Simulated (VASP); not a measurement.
Set up this calculation in VASP 6.6.1, as the native input.

```
Task                   : relaxation of cell and atoms
Functional             : PBE
Potentials or basis    : VASP PAW PBE potentials, release 64 (Na_pv, Al, O)
Cutoff                 : 600 eV
k mesh                 : 12 × 12 × 2
Occupations            : gaussian, width 0.1 eV
Spin                   : no spin polarisation
Dipole correction      : no
Further INCAR settings : ALGO = Normal; EDIFF = 1e-06; IBRION = 2; EDIFFG = -0.01; NSW = 100; ISIF = 3
```

The structure of NaAl5O2 lies in POSCAR:

```
NaAl5O2
1.0
    2.8896989934      0.0000000000      0.0000000000
   -1.4448494967      2.5025527376      0.0000000000
    0.0000000000      0.0000000000     14.7336663747
Na Al O
1 5 2
Direct
    0.0000000000      0.0000000000      0.0000000000
    0.6666666667      0.3333333333      0.1851882090
    0.3333333333      0.6666666667      0.8148117910
    0.3333333333      0.6666666667      0.3414058829
    0.0000000000      0.0000000000      0.5000000000
    0.6666666667      0.3333333333      0.6585941171
    0.3333333333      0.6666666667      0.1130735935
    0.6666666667      0.3333333333      0.8869264065
```

These files were run (other wordings do the same):

INCAR

```
  ALGO = Normal
  EDIFF = 1E-6
  EDIFFG = -0.01
  ENCUT = 600
  GGA = PE
  IBRION = 2
  ISIF = 3
  ISMEAR = 0
  LASPH = T
  LCHARG = F
  LREAL = F
  LWAVE = F
  NELM = 60
  NSW = 100
  PREC = Accurate
  SIGMA = 0.1
```

KPOINTS

```
k-points
0
Gamma
  12 12 2
```

Potentials or basis: VASP PAW PBE potentials, release 64 (Na_pv, Al, O).

Launch:

```sh
$ cat potpaw_PBE.64/Na_pv/POTCAR potpaw_PBE.64/Al/POTCAR potpaw_PBE.64/O/POTCAR > POTCAR
$ mpirun -np 1 vasp_std > vasp.out
```

It gave:

| Item | Value |
| --- | --- |
| Energy gained by relaxing | 1.4 meV/atom |
| Ionic steps | 13 |
| Pressure after relaxing | 0.0 GPa |
| Largest force after relaxing | 0.004 eV/Å |
| Band gap on the k mesh | zero (band 17 reaches 9.88 eV, above the bottom of band 18 at 6.98 eV) |

It took 7.7 min on 1 thread of Intel(R) Xeon(R) Platinum 8259CL CPU @ 2.50GHz (Skylake/Cascade Lake), with other jobs on the host, peak memory 0.31 GiB.
